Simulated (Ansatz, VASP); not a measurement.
## One calculation of Ru, two programs

```xyz
4
Lattice="-1.3454 2.3303 0.0000 0.0000 0.0000 4.2494 4.0361 2.3303 0.0000" Properties=species:S:1:pos:R:3 pbc="T T T"
Ru    0.0000    1.5535    1.0623
Ru    2.6908    1.5535    1.0623
Ru    1.3454    0.7768    3.1870
Ru    2.6908    3.1070    3.1870
```

Alike in both runs: task single point; functional PBEsol; k mesh 13 × 9 × 8; occupations fermi-dirac, width 0.08 eV; no spin polarisation.

|  | VASP | Ansatz |
| --- | --- | --- |
| version | VASP 6.6.1 | Ansatz 0.2.0 |
| potentials or method | VASP PAW PBE potentials, release 64 (Ru_pv), cutoff 520 eV | all-electron LAPW, scalar-relativistic |

VASP gave:

| Item | Value |
| --- | --- |
| pressure (GPa) | 0.0 |
| traceless stress, the component that is largest in VASP (GPa) | -0.43 |
| rms of the force components (eV/Å) | 0.012 |

Q: Estimate Ansatz's values.

A: Pressure (GPa): 0.0; traceless stress, the component that is largest in VASP (GPa): -0.46; rms of the force components (eV/Å): 0.012.

VASP's potentials were made for PBE, not for PBEsol. Atom by atom the forces differ by 0.000 eV/Å (rms over components). Ansatz ran all-electron here, and VASP with PAW potentials.
